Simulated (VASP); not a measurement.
Write the native input for VASP 6.6.1 that does the following.

- Task: single point
- Functional: PBEsol-based screened hybrid with 25 % exact exchange
- Potentials or basis: VASP PAW PBE potentials, release 64 (Sn_d, Se)
- Cutoff: 520 eV
- k mesh: 4 × 4 × 4
- Occupations: fermi-dirac, width 0.05 eV
- Spin: no spin polarisation
- Dipole correction: no
- Grid for exact exchange (PRECFOCK): Normal
- Share of exact exchange: 0.25
- Further INCAR settings: ALGO = Normal; EDIFF = 1e-07; NBANDS = 17
- Screening parameter: 0.207 1/Å

SnSe:

```
Sn Se
1.0
     0.00000    3.01000    3.01000
     3.01000    0.00000    3.01000
     3.01000    3.01000    0.00000
Sn Se
1 1
Direct
  0.00000 0.00000 0.00000
  0.50000 0.50000 0.50000
```

One way to write it, as run:

POSCAR

```
SnSe
1.0
    0.0000000000      3.0100000000      3.0100000000
    3.0100000000      0.0000000000      3.0100000000
    3.0100000000      3.0100000000      0.0000000000
Sn Se
1 1
Direct
    0.0000000000      0.0000000000      0.0000000000
    0.5000000000      0.5000000000      0.5000000000
```

INCAR.step1

```
SYSTEM = SnSe
ALGO = Normal
EDIFF = 1E-5
ENCUT = 520
GGA = PE
ISIF = 2
ISMEAR = -1
LASPH = .TRUE.
LCHARG = .FALSE.
LREAL = .FALSE.
LWAVE = .TRUE.
NBANDS = 17
NELM = 100
PREC = Accurate
SIGMA = 0.05
```

INCAR.step2

```
SYSTEM = SnSe
AEXX = 0.25
ALGO = Normal
EDIFF = 1E-7
ENCUT = 520
GGA = PS
HFSCREEN = 0.207
ISIF = 2
ISMEAR = -1
ISTART = 1
LASPH = .TRUE.
LCHARG = .FALSE.
LHFCALC = .TRUE.
LREAL = .FALSE.
LWAVE = .FALSE.
NBANDS = 17
NELM = 100
PREC = Accurate
PRECFOCK = Normal
SIGMA = 0.05
```

KPOINTS

```
k-points
0
G
  4 4 4
  0 0 0
```

Potentials or basis: VASP PAW PBE potentials, release 64 (Sn_d, Se).

Launch:

```sh
$ cat potpaw_PBE.64/Sn_d/POTCAR potpaw_PBE.64/Se/POTCAR > POTCAR
$ cp INCAR.step1 INCAR
$ mpirun -np 1 vasp_std > vasp.out
$ cp INCAR.step2 INCAR
$ mpirun -np 1 vasp_std > vasp.out
```

It gave:

The pressure is -3.7 GPa. The band gap on the k mesh is 0.51 eV.

Caveat: the k points lie up to 0.45 Å⁻¹ apart; the PAW data sets were made with another functional, which shifts forces and pressure a little; spin-orbit coupling is left out, which moves the levels of the heavy elements.

Wall time 24 min on 1 thread of AMD EPYC 7571, on a shared host, peak memory 0.26 GiB.
